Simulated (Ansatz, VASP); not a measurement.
Two plane-wave programs on CuO

The input POSCAR:

```
CuO
1.0
    4.1609370000      0.0000000000      0.0000000000
    0.0000000000      4.1609370000      0.0000000000
    0.0000000000      0.0000000000      3.8876430000
Cu O
3 3
Direct
    0.5000000000      0.0000000000      0.5000000000
    0.0000000000      0.5000000000      0.5000000000
    0.0000000000      0.0000000000      0.0000000000
    0.0000000000      0.0000000000      0.5000000000
    0.5000000000      0.0000000000      0.0000000000
    0.0000000000      0.5000000000      0.0000000000
```

The input INCAR.step1:

```
SYSTEM = CuO
PREC     = Accurate       ! precision mode
ENCUT    = 520            ! plane-wave cutoff, eV
ISMEAR   = -1             ! smearing method
SIGMA    = 0.05           ! smearing width, eV
LREAL    = .False.        ! projectors in reciprocal space
LASPH    = .True.         ! aspherical terms in the spheres
NELM     = 80             ! most SCF steps
NBANDS   = 34             ! bands
GGA      = PE             ! functional
ALGO     = Normal         ! electronic algorithm
EDIFF    = 1E-4           ! SCF threshold, eV
LWAVE    = .True.         ! write WAVECAR
LCHARG   = .False.        ! write CHGCAR
```

Contents of INCAR.step2:

```
SYSTEM = CuO
PREC     = Accurate       ! precision mode
ENCUT    = 520            ! plane-wave cutoff, eV
EDIFF    = 1E-6           ! SCF threshold, eV
ISMEAR   = -1             ! smearing method
SIGMA    = 0.05           ! smearing width, eV
LREAL    = .False.        ! projectors in reciprocal space
LASPH    = .True.         ! aspherical terms in the spheres
NELM     = 80             ! most SCF steps
ALGO     = Normal         ! electronic algorithm
ISIF     = 2              ! what is computed and relaxed
LWAVE    = .False.        ! write WAVECAR
LCHARG   = .False.        ! write CHGCAR
METAGGA  = R2SCAN         ! meta-GGA
LMIXTAU  = .True.       
NBANDS   = 34             ! bands
ISTART   = 1
```

Contents of KPOINTS:

```
regular mesh
0
Gamma
  7 7 7
  0 0 0
```

The input input.yaml:

```yaml
crystal:
  lattice:
    - [4.160937, 0.0, 0.0]
    - [0.0, 4.160937, 0.0]
    - [0.0, 0.0, 3.887643]
  atoms:
    - { symbol: Cu, position: [0.5, 0.0, 0.5] }
    - { symbol: Cu, position: [0.0, 0.5, 0.5] }
    - { symbol: Cu, position: [0.0, 0.0, 0.0] }
    - { symbol: O, position: [0.0, 0.0, 0.5] }
    - { symbol: O, position: [0.5, 0.0, 0.0] }
    - { symbol: O, position: [0.0, 0.5, 0.0] }
hamiltonian:
  xc: r2scan
  pseudopotentials: { kind: paw }
kpoints:
  mp_grid: { grid: [7, 7, 7] }
  band_path:
    path:
      - [[0.0, 0.0, 0.0], [0.0, 0.5, 0.0], [0.5, 0.5, 0.0], [0.0, 0.0, 0.0], [0.0, 0.0, 0.5], [0.0, 0.5, 0.5], [0.5, 0.5, 0.5], [0.0, 0.0, 0.5]]
      - [[0.0, 0.5, 0.0], [0.0, 0.5, 0.5]]
      - [[0.5, 0.5, 0.0], [0.5, 0.5, 0.5]]
    npoints: 14
scf:
  occupations: { method: fermi_dirac, width: 0.05 }
  n_extra_bands: 15
output:
  forces: true
  stress: true
  eigenvalues: true
  fatbands: false
```

Alike in both runs: functional r2SCAN; k mesh 7 × 7 × 7; occupations fermi-dirac, width 0.05 eV; no spin polarisation.

|  | VASP | Ansatz |
| --- | --- | --- |
| version | VASP 6.6.1 | Ansatz 0.2.0 |
| potentials or method | VASP PAW PBE potentials, release 64 (Cu, O) | Ansatz PAW |
| plane-wave cutoff (eV) | 520 | 500 |
| valence electrons in the cell | 51 | 75 |
| task | single point | band structure |

```tsv
	VASP	Ansatz	Ansatz less VASP
gap on the k mesh at the Fermi level (eV)	none	none	-
pressure (GPa)	-4.0	-4.8	-0.74
traceless stress, the component that is largest in VASP (GPa)	-1.55	-2.28	-0.723
```

VASP's potentials were made for PBE, not for r2SCAN. A gap of «none» marks a metal or a gap that the smearing closes. VASP's potentials hold 51 valence electrons a cell and Ansatz's 75, so a difference there can come from the potentials and not from the codes.
